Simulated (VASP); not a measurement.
SrAg4Sb2, 7 atoms in the cell. The structure is trigonal, space group R-3m (No. 166). Conventional cell: a = 4.740 Å, b = 4.740 Å, c = 25.029 Å, α = 90.00°, β = 90.00°, γ = 120.00°. Within 4.4 Å of Sr (site symmetry -3m) lie 6 Sb at 3.37 Å and 8 Ag at 3.55 to 3.74 Å. Within 3.7 Å of Ag (site symmetry 3m) lie 4 Sb at 2.82 to 3.16 Å and 9 Ag at 2.92 to 3.54 Å and 1 Sr at 3.55 Å. Ag (site symmetry 3m) has 3 Sb at 2.80 Å and 7 Ag at 2.92 to 3.54 Å and 3 Sr at 3.74 Å within 3.8 Å. Sb (site symmetry 3m) has 7 Ag at 2.80 to 3.16 Å and 3 Sr at 3.37 Å within 3.7 Å. 

| Property | Result |
| --- | --- |
| Program | VASP 6.6.1 |
| Task | relaxation of cell and atoms |
| Functional | PBEsol |
| Potentials or basis | VASP PAW PBE potentials, release 64 (Sr_sv, Ag, Sb) |
| Cutoff | 600 eV |
| k mesh | 9 × 9 × 9 |
| Occupations | methfessel-paxton, width 0.1 eV |
| Spin | no spin polarisation |
| Further INCAR settings | ALGO = Normal; EDIFF = 1e-06; IBRION = 2; EDIFFG = -0.01; NSW = 90; ISIF = 3 |

Potentials or basis: VASP PAW PBE potentials, release 64 (Sr_sv, Ag, Sb).

Run with:

```sh
$ cat potpaw_PBE.64/Sr_sv/POTCAR potpaw_PBE.64/Ag/POTCAR potpaw_PBE.64/Sb/POTCAR > POTCAR
$ mpirun -np 4 vasp_std > vasp.out
```

Hardware: 4 MPI ranks on Intel(R) Xeon(R) Platinum 8175M CPU @ 2.50GHz (Skylake/Cascade Lake) (shared host).

Task: How long does it take, and how much memory?

Result: It took 78 min on 4 MPI ranks on Intel(R) Xeon(R) Platinum 8175M CPU @ 2.50GHz (Skylake/Cascade Lake) (shared host), peak memory 1.2 GiB a rank. Counts: scf iterations 112, k points 85, ion steps 17.
